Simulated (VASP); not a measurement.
# Rh (Fm-3m) in VASP: single point with r2SCAN

Aim: the single point of Rh with r2SCAN.

Everything below comes from runs of VASP 6.6.1. Logs are shortened: lines on timing, memory, paths and dates and some standing lists are left out, and cuts for length are marked.

## Step 1: The cell of the first run

Symmetry: Fm-3m, No. 225, cubic system. Conventional cell: a = 3.817 Å, b = 3.817 Å, c = 3.817 Å, α = 90.00°, β = 90.00°, γ = 90.00°. Rh (site symmetry m-3m) has 12 Rh at 2.70 Å within 3.6 Å.

## Step 2: Single point, r2SCAN

Input file POSCAR:

```
Rh
1.0
    0.0000000000      1.9083100000      1.9083100000
    1.9083100000      0.0000000000      1.9083100000
    1.9083100000      1.9083100000      0.0000000000
Rh
1
Direct
    0.0000000000      0.0000000000      0.0000000000
```

Input file INCAR.step1:

```
SYSTEM = Rh
PREC = Accurate ; ENCUT = 680
ISMEAR = -1 ; SIGMA = 0.1
LREAL = .False. ; LASPH = .True.
NELM = 120 ; NBANDS = 14
GGA = PE ; ALGO = Normal
EDIFF = 1E-5 ; LWAVE = .True.
LCHARG = .False. ; GGA_COMPAT = .False.
```

Input file INCAR.step2:

```
SYSTEM = Rh
PREC = Accurate ; ENCUT = 680
EDIFF = 1E-6 ; ISMEAR = -1
SIGMA = 0.1 ; LREAL = .False.
LASPH = .True. ; NELM = 120
ALGO = Normal ; ISIF = 2
LWAVE = .False. ; LCHARG = .True.
METAGGA = R2SCAN ; LMIXTAU = .True.
LELF = .True. ; LVHAR = .True.
NBANDS = 14 ; ISTART = 1
GGA_COMPAT = .False.
```

Input file KPOINTS:

```
regular mesh
0
Gamma
  15 15 15
  0 0 0
```

Potentials or basis: VASP PAW PBE potentials, release 64 (Rh_sv_GW).

Started as:

```console
cat potpaw_PBE.64/Rh_sv_GW/POTCAR > POTCAR
cp INCAR.step1 INCAR
mpirun -np 1 vasp_std > vasp.out
cp INCAR.step2 INCAR
mpirun -np 1 vasp_std > vasp.out
```

OUTCAR:

```text
SYSTEM = Rh
   PREC = Accurate
   ENCUT = 680
   EDIFF = 1E-6
   ISMEAR = -1
   LREAL = .False.
   LASPH = .True.
   NELM = 120
   ISIF = 2
   METAGGA = R2SCAN
   ISTART = 1

 ion  position               nearest neighbor table
   1  0.000  0.000  0.000-

  LATTYP: Found a face centered cubic cell.
 ALAT       =     3.8166200000

  Lattice vectors:

 A1 = (   0.0000000000,   1.9083100000,   1.9083100000)
 A2 = (   1.9083100000,   0.0000000000,   1.9083100000)
 A3 = (   1.9083100000,   1.9083100000,   0.0000000000)

Analysis of symmetry for initial positions (statically):
=====================================================================
 Subroutine PRICEL returns:
 Original cell was already a primitive cell.

 Routine SETGRP: Setting up the symmetry group for a
 face centered cubic supercell.

 Subroutine GETGRP returns: Found 48 space group operations
 (whereof 48 operations were pure point group operations)
 out of a pool of 48 trial point group operations.

The static configuration has the point symmetry O_h .

Analysis of symmetry for dynamics (positions and initial velocities):
=====================================================================
 Subroutine PRICEL returns:
 Original cell was already a primitive cell.

 Routine SETGRP: Setting up the symmetry group for a
 face centered cubic supercell.

 Subroutine GETGRP returns: Found 48 space group operations
 (whereof 48 operations were pure point group operations)
 out of a pool of 48 trial point group operations.

The dynamic configuration has the point symmetry O_h .

 Subroutine INISYM returns: Found 48 space group operations
 (whereof 48 operations are pure point group operations),
 and found     1 'primitive' translations

----------------------------------------------------------------------------------------

                                     Primitive cell

  volume of cell :      13.8988

  direct lattice vectors                    reciprocal lattice vectors
     0.000000000  1.908310000  1.908310000    -0.262011937  0.262011937  0.262011937
     1.908310000  0.000000000  1.908310000     0.262011937 -0.262011937  0.262011937
     1.908310000  1.908310000  0.000000000     0.262011937  0.262011937 -0.262011937

  length of vectors
     2.698757883  2.698757883  2.698757883     0.453817988  0.453817988  0.453817988

  position of ions in fractional coordinates (direct lattice)
     0.000000000  0.000000000  0.000000000

  ion indices of the primitive-cell ions
   primitive index   ion index
[... 81 lines left out ...]
   POTIM  = 0.5000    time-step for ionic-motion
   TEBEG  =    0.0;   TEEND  =   0.0 temperature during run
   PSTRESS=    0.0 pullay stress
   NELECT =      17.0000    total number of electrons
   NUPDOWN=      -1.0000    fix difference up-down
   EMIN   =  10.00;   EMAX   =-10.00  energy-range for DOS
   EFERMI =   0.00;   METHOD = LEGACY
   ISMEAR =    -1;   SIGMA  =   0.10  broadening in eV -4-tet -1-fermi 0-gaus
   EFERMI_NEDOS =   21; number of points for ismear=-14 and -15
   IALGO  =     38    algorithm
   IMIX   =      4    mixing-type and parameters
     AMIX     =   0.40;   BMIX     =  1.00
     AMIX_MAG =   1.60;   BMIX_MAG =  1.00
  volume/ion in A,a.u.               =      13.90        93.79
  Fermi-wavevector in a.u.,A,eV,Ry     =   1.750783  3.308499 41.705117  3.065240
  Thomas-Fermi vector in A             =   2.821435
   LORBIT       =      0    0 simple, 1 ext, 2 COOP (PROOUT), +10 PAW based schemes
   METAGGA = R2SCAN    functional components
   LHFCALC =     F    Hartree Fock is set to
   AEXX    =    0.0000 exact exchange contribution
   IVDW    =     0    specifies the selected vdW correction
   LEPSILON=     F    determine dielectric tensor
   LRPA    =     F    only Hartree local field effects (RPA)
 non-spin polarized calculation
  energy-cutoff  :      680.00
  volume of cell :       13.90
 maximum number of plane-waves:       568
   NGX = 11   NGY = 11   NGZ = 11

 number of electron      16.9999999 magnetization

 Free energy of the ion-electron system (eV)
  ---------------------------------------------------
  ext. energy  EPLUGINS =         0.00000000
  ---------------------------------------------------
  free energy    TOTEN  =       -23.30512291 eV

  energy without entropy =      -23.26230400  energy(sigma->0) =      -23.28371345

 E-fermi :  10.4895     XC(G=0): -15.1933

 val. band max:       10.4888594695   @ k =   0.3333   0.1333   0.0000
 cond. band min:      10.4952446597   @ k =  -0.2667   0.0667   0.0000
 fundamental gap:      0.0063851902
 Fermi energy:        10.4895485789

 k-point     1 :       0.0000    0.0000    0.0000
  band No.  band energies     occupation
      1     -70.6417      2.00000
      2     -37.2843      2.00000
      3     -37.2843      2.00000
      4     -37.2843      2.00000
      5       2.4292      2.00000
      6       7.3853      2.00000
      7       7.3853      2.00000
      8       7.3853      2.00000
      9       9.4422      1.99994
     10       9.4422      1.99994
     11      26.9785      0.00000
     12      32.5670      0.00000
     13      32.5670      0.00000
     14      32.5670      0.00000
[... 377 lines left out ...]
      1     -70.6004      2.00000
      2     -37.4975      2.00000
      3     -37.3539      2.00000
      4     -37.3476      2.00000
      5       3.9144      2.00000
      6       6.5284      2.00000
      7       8.0306      2.00000
      8       8.1168      2.00000
      9       8.7753      2.00000
     10       9.8086      1.99780
     11      28.9417      0.00000
     12      29.5954      0.00000
     13      32.3326      0.00000
     14      32.8456      0.00000

 [... further k-points ...]

------------------------ aborting loop because EDIFF is reached ----------------------------------------

  FORCE on cell =-STRESS in cart. coord.  units (eV):
  Direction    XX          YY          ZZ          XY          YZ          ZX
  --------------------------------------------------------------------------------------
  -------------------------------------------------------------------------------------
  Total       -0.2772879     -0.2772879     -0.2772879      0.0000000      0.0000000      0.0000000
  in kB      -31.9642609    -31.9642609    -31.9642609      0.0000000      0.0000000      0.0000000
  external PRESSURE =     -31.9642609 kB  Pullay stress =       0.0000000 kB

 VOLUME and BASIS-vectors are now :
 -----------------------------------------------------------------------------
  energy-cutoff  :      680.00
  volume of cell :       13.90
      direct lattice vectors                 reciprocal lattice vectors
     0.000000000  1.908310000  1.908310000    -0.262011937  0.262011937  0.262011937
     1.908310000  0.000000000  1.908310000     0.262011937 -0.262011937  0.262011937
     1.908310000  1.908310000  0.000000000     0.262011937  0.262011937 -0.262011937

 POSITION                                       TOTAL-FORCE (eV/Angst)
 -----------------------------------------------------------------------------------
      0.00000      0.00000      0.00000         0.000000      0.000000      0.000000
 -----------------------------------------------------------------------------------
    total drift:                                0.000000      0.000000      0.000000

  FREE ENERGIE OF THE ION-ELECTRON SYSTEM (eV)
  ---------------------------------------------------
  free  energy   TOTEN  =       -23.3051229114 eV

  energy  without entropy=      -23.2623039966  energy(sigma->0) =      -23.28371345
```

Run time: 66 s. Hardware: 1 thread of Intel Xeon Platinum 8375C at 2.90GHz (Ice Lake), shared host; peak memory 0.18 GiB.

Results:

| Item | Value |
| --- | --- |
| Free energy | -23.3051 eV |
| Pressure | -3.2 GPa |
| Band gap on the k mesh | zero (an odd number of electrons rules out a gap without spin polarisation) |

Caveat: the cell stands under tension; the PAW data sets were made with another functional, which shifts forces and pressure a little.
